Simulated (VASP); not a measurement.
A run of VASP 6.6.1:

Contents of INCAR:

```
PREC     = Accurate       # precision mode
ENCUT    = 600            # plane-wave cutoff, eV
EDIFF    = 1E-6           # SCF threshold, eV
ISMEAR   = 0              # smearing method
SIGMA    = 0.1            # smearing width, eV
LREAL    = False          # projectors in reciprocal space
LASPH    = True           # aspherical terms in the spheres
NELM     = 150            # most SCF steps
ALGO     = Normal         # electronic algorithm
ISIF     = 3              # what is computed and relaxed
LWAVE    = False          # write WAVECAR
LCHARG   = False          # write CHGCAR
ISPIN    = 2              # spin polarisation
MAGMOM   = 2.02 2.02 2.02 2.02 # initial moments
LORBIT   = 11             # projections on sites
LMAXMIX  = 4              # l up to which the mixer works
GGA      = PE             # functional
IBRION   = 2              # ionic algorithm
NSW      = 90             # ionic steps
EDIFFG   = -0.04          # ionic threshold
```

KPOINTS

```
Automatic mesh
0
Gamma
  6 6 6
```

File POSCAR:

```
Co
1.0
    3.6935103400      0.0000000000      0.0000000000
    0.0000000000      3.6935103400      0.0000000000
    0.0000000000      0.0000000000      3.6935103400
Co
4
Direct
    0.0300000000      0.0300000000      0.0300000000
    0.4700000000      0.9700000000      0.5300000000
    0.5300000000      0.4700000000      0.9700000000
    0.9700000000      0.5300000000      0.4700000000
```

Potentials or basis: VASP PAW PBE potentials, release 64 (Co).

Launch:

```bash
$ cat potpaw_PBE.64/Co/POTCAR > POTCAR
$ mpirun -np 1 vasp_std > vasp.out
```

Hardware: 1 thread of AMD EPYC 7R43 64-Core Processor (Zen 3) (shared host).

Task: Estimate the wall time of this run.

Result: Wall time 12 min on 1 thread of AMD EPYC 7R43 64-Core Processor (Zen 3) (shared host), peak memory 0.19 GiB. Counts: scf iterations 95, k points 24, ion steps 10.
